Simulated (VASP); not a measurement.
Ge, 1 atom in the cell. It takes space group Fm-3m (No. 225, cubic). Conventional cell: a = 4.277 Å, b = 4.277 Å, c = 4.277 Å, α = 90.00°, β = 90.00°, γ = 90.00°. Within 4.0 Å of Ge (site symmetry m-3m) lie 12 Ge at 3.02 Å. 

```yaml
Program: VASP 6.6.1
Task: single point
Functional: PBE
Potentials_or_basis: VASP PAW PBE potentials, release 64 (Ge_d)
Cutoff: 520 eV
k_mesh: 14 × 14 × 14
Occupations: fermi-dirac, width 0.1 eV
Spin: no spin polarisation
Dipole_correction: no
Further_INCAR_settings: ALGO = Normal; EDIFF = 1e-06; NBANDS = 13
```

Potentials or basis: VASP PAW PBE potentials, release 64 (Ge_d).

Run with:

```bash
$ cat potpaw_PBE.64/Ge_d/POTCAR > POTCAR
$ mpirun -np 1 vasp_std > vasp.out
```

Hardware: 1 thread of Intel Xeon 8259CL, on a shared host.

Question: How long does it take, and how much memory?

Answer: Wall time 23 s on 1 thread of Intel Xeon 8259CL, on a shared host, peak memory 0.15 GiB. Counts: scf iterations 10, k points 104.
